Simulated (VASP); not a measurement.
# SiO2 in VASP: phonons with PBE+D3(BJ)

Aim: the phonons of SiO2 with PBE+D3(BJ).

Everything below comes from runs of VASP 6.6.1. Logs are shortened: lines on timing, memory, paths and dates and some standing lists are left out, and cuts for length are marked.

### Step 1. The cell of the first run

The typed cell holds 3 atoms: a = 2.687 Å, b = 2.687 Å, c = 4.830 Å, α = 73.88°, β = 73.87°, γ = 60.00°.

### Step 2. Phonons, PBE+D3(BJ)

Contents of INCAR:

```
SYSTEM = SiO2
ALGO = Normal
EDIFF = 1E-8
ENCUT = 520
GGA = PE
IBRION = 6
ISIF = 2
ISMEAR = 0
IVDW = 12
LASPH = .True.
LCHARG = .False.
LREAL = .False.
LWAVE = .False.
NBANDS = 15
NELM = 60
NFREE = 2
NSW = 1
POTIM = 0.015
PREC = Accurate
SIGMA = 0.01
```

Contents of KPOINTS:

```
k-points
0
Gamma
  10 10 6
  0 0 0
```

Contents of POSCAR:

```
SiO2
1.0
    2.6873182805      0.0003155655      0.0128668353
    1.3432334660      2.3273655208      0.0328704303
    1.3202717554      0.7216624435      4.5901708681
Si O
1 2
Direct
    0.0000000000      0.0000000000      0.0000000000
    0.2666817592      0.2668693181      0.1999647872
    0.7333182408      0.7331306819      0.8000352128
```

Potentials or basis: VASP PAW PBE potentials, release 64 (Si, O).

Run with:

```bash
cat potpaw_PBE.64/Si/POTCAR potpaw_PBE.64/O/POTCAR > POTCAR
mpirun -np 1 vasp_std > vasp.out
```

OUTCAR:

```text
SYSTEM = SiO2
   EDIFF = 1E-8
   ENCUT = 520
   GGA = PE
   IBRION = 6
   ISIF = 2
   ISMEAR = 0
   IVDW = 12
   LASPH = .True.
   LREAL = .False.
   NELM = 60
   NFREE = 2
   NSW = 1
   POTIM = 0.015
   PREC = Accurate
 IVDW          = 12

 ion  position               nearest neighbor table
   1  0.000  0.000  0.000-   2 1.80   3 1.80   3 1.80   2 1.80   2 1.80   3 1.80
   2  0.267  0.267  0.200-   1 1.80   1 1.80   1 1.80
   3  0.733  0.733  0.800-   1 1.80   1 1.80   1 1.80

  Warning from LATTYP: Got some problem with cell dimensions!
  Tried to take original basis but could not verify dimensions!
  LATTYP: Found a triclinic cell.
 ALAT       =     2.6873491019
 B/A-ratio  =     1.0000194153
 C/A-ratio  =     1.7974905951
 COS(alpha) =     0.0002613530
 COS(beta)  =     0.2778848994
 COS(gamma) =     0.4999998986

  Lattice vectors:

 A1 = (  -2.6873182805,  -0.0003155655,  -0.0128668353)
 A2 = (  -1.3440848145,   2.3270499553,   0.0200035950)
 A3 = (  -1.3202717554,  -0.7216624435,  -4.5901708681)

Analysis of symmetry for initial positions (statically):
=====================================================================
 Subroutine PRICEL returns:
 Original cell was already a primitive cell.

 Routine SETGRP: Setting up the symmetry group for a
 triclinic supercell.

 Subroutine GETGRP returns: Found  2 space group operations
 (whereof  2 operations were pure point group operations)
 out of a pool of  2 trial point group operations.

The static configuration has the point symmetry S_2 .

Analysis of symmetry for dynamics (positions and initial velocities):
=====================================================================
 Subroutine PRICEL returns:
 Original cell was already a primitive cell.

 Routine SETGRP: Setting up the symmetry group for a
 triclinic supercell.

 Subroutine GETGRP returns: Found  2 space group operations
 (whereof  2 operations were pure point group operations)
 out of a pool of  2 trial point group operations.

The dynamic configuration has the point symmetry S_2 .

 Subroutine INISYM returns: Found  2 space group operations
 (whereof  2 operations are pure point group operations),
 and found     1 'primitive' translations

[... 267 lines left out ...]

--------------------------------------- Ionic step       11  -------------------------------------------

 number of electron      15.9999996 magnetization

------------------------ aborting loop because EDIFF is reached ----------------------------------------
[... 77 lines left out ...]
--------------------------------------- Ionic step       13  -------------------------------------------

 number of electron      15.9999998 magnetization

 Free energy of the ion-electron system (eV)
  ---------------------------------------------------
  ext. energy  EPLUGINS =         0.00000000
  ---------------------------------------------------
  free energy    TOTEN  =       -22.72449766 eV

  energy without entropy =      -22.72449766  energy(sigma->0) =      -22.72449766

 E-fermi :   4.3787     XC(G=0): -10.7687

 val. band max:        4.2396078641   @ k =  -0.1000   0.1000  -0.0000
 cond. band min:      10.4099466677   @ k =   0.0000   0.0000   0.0000
 fundamental gap:      6.1703388036
 Fermi energy:         4.3786568793

 k-point     1 :       0.0000    0.0000    0.0000
  band No.  band energies     occupation
      1     -17.3527      2.00000
      2     -13.3776      2.00000
      3      -1.1385      2.00000
      4       1.8197      2.00000
      5       1.8199      2.00000
      6       2.9659      2.00000
      7       2.9671      2.00000
      8       3.9697      2.00000
      9      10.4099      0.00000
     10      12.3799      0.00000
     11      17.3532      0.00000
     12      17.3556      0.00000
     13      18.0276      0.00000
     14      20.6752      0.00000
[... 401 lines left out ...]
      2     -13.1608      2.00000
      3      -3.4847      2.00000
      4      -2.0559      2.00000
      5      -0.9134      2.00000
      6       0.9015      2.00000
      7       2.3093      2.00000
      8       3.6851      2.00000
      9      13.9144      0.00000
     10      16.2547      0.00000
     11      17.4071      0.00000
     12      18.0259      0.00000
     13      18.8678      0.00000
     14      19.8637      0.00000
     15      20.3662      0.00000

 [... further k-points ...]

------------------------ aborting loop because EDIFF is reached ----------------------------------------

 Edisp (eV)   -0.56288

 E8    (eV) :    -0.1887
[... 26 lines left out ...]
  FREE ENERGIE OF THE ION-ELECTRON SYSTEM (eV)
  ---------------------------------------------------
  free  energy   TOTEN  =       -23.2873820185 eV

  energy  without entropy=      -23.2873820185  energy(sigma->0) =      -23.28738202

 INTERNAL STRAIN TENSORS FROM DISPLACED ATOMS
 ============================================

 INTERNAL STRAIN TENSOR FOR ION    1 for displacements in x,y,z  (eV/Angst):
          X           Y           Z          XY          YZ          ZX
  --------------------------------------------------------------------------------
  x     0.00000     0.00000     0.00000     0.00000     0.00000     0.00000
  y     0.00000     0.00000     0.00000     0.00000     0.00000     0.00000
  z     0.00000     0.00000     0.00000     0.00000     0.00000     0.00000

 INTERNAL STRAIN TENSOR FOR ION    3 for displacements in x,y,z  (eV/Angst):
          X           Y           Z          XY          YZ          ZX
  --------------------------------------------------------------------------------
  x    -0.20425    -0.05317     0.03480    -3.17362    -0.01504    15.46834
  y    -3.11444     2.52004     0.07674    -0.08349    15.53234    -0.01295
  z    10.10430    10.17012    23.97111    -0.01602     0.01771     0.00704

 Eigenvectors and eigenvalues of the dynamical matrix
 ----------------------------------------------------

   1 f  =   24.895786 THz   156.424834 2PiTHz  830.434021 cm-1   102.960650 meV
             X         Y         Z           dx          dy          dz
      0.000000  0.000000  0.000000     0.003445    0.008475   -0.729825
      1.339134  0.765494  0.930076    -0.002279   -0.005602    0.483321
      4.011689  2.283850  3.705832    -0.002279   -0.005602    0.483321
[... 43 lines left out ...]
   9 f/i=    0.003979 THz     0.025000 2PiTHz    0.132722 cm-1     0.016455 meV
             X         Y         Z           dx          dy          dz
      0.000000  0.000000  0.000000    -0.014828    0.135133   -0.669933
      1.339134  0.765494  0.930076    -0.011171    0.101911   -0.505810
      4.011689  2.283850  3.705832    -0.011171    0.101911   -0.505810

 ELASTIC MODULI CONTR FROM IONIC RELAXATION (kBar)
 Direction    XX          YY          ZZ          XY          YZ          ZX
 --------------------------------------------------------------------------------
 XX        -468.4698   -358.2875   -961.5047     -4.8959    309.7860     18.3234
 YY        -358.2875   -455.1129   -974.6643      1.3378   -260.3626      3.3841
 ZZ        -961.5047   -974.6643  -2290.3076      3.2398    -20.4163     -8.4953
 XY          -4.8959      1.3378      3.2398    -65.7148      8.2388    320.0582
 YZ         309.7860   -260.3626    -20.4163      8.2388  -1571.6473      2.3686
 ZX          18.3234      3.3841     -8.4953    320.0582      2.3686  -1559.9858
 --------------------------------------------------------------------------------
```

stdout:

```text
POSCAR found type information on POSCAR SiO
 POSCAR found :  2 types and       3 ions
 scaLAPACK will be used
 LDA part: xc-table for (Slater+PW92), standard interpolation
 POSCAR, INCAR and KPOINTS ok, starting setup
 FFT: planning ... GRIDC
 FFT: planning ... GRID_SOFT
 FFT: planning ... GRID
 WAVECAR not read
 entering main loop
 Found     6 degrees of freedom:
 Finite differences POTIM= 0.01500 DOF=   6
 bond charge predicted
 Finite differences progress:
 bond charge predicted
 Finite differences progress:
 bond charge predicted
 Finite differences progress:
 bond charge predicted
 Finite differences progress:
 bond charge predicted
 Finite differences progress:
 bond charge predicted
 Finite differences progress:
 bond charge predicted
 Finite differences progress:
 bond charge predicted
 Finite differences progress:
 bond charge predicted
 Finite differences progress:
 bond charge predicted
 Finite differences progress:
 bond charge predicted
 Finite differences progress:
 bond charge predicted
 Finite differences progress:
```

It took 5.7 min on 1 thread of Intel Xeon 6975P-C (Granite Rapids), shared host; peak memory 0.32 GiB.

Results:

| Item | Value |
| --- | --- |
| Highest phonon frequency at Γ, LO-TO splitting left out | 830 cm⁻¹ |
| Dispersion energy per atom | -0.188 eV |

Phonon frequencies in cm⁻¹ (negative: imaginary):
| q point | frequencies |
| --- | --- |
| (0.000, 0.000, 0.000) | 0 0 0 540 541 561 561 691 830 |
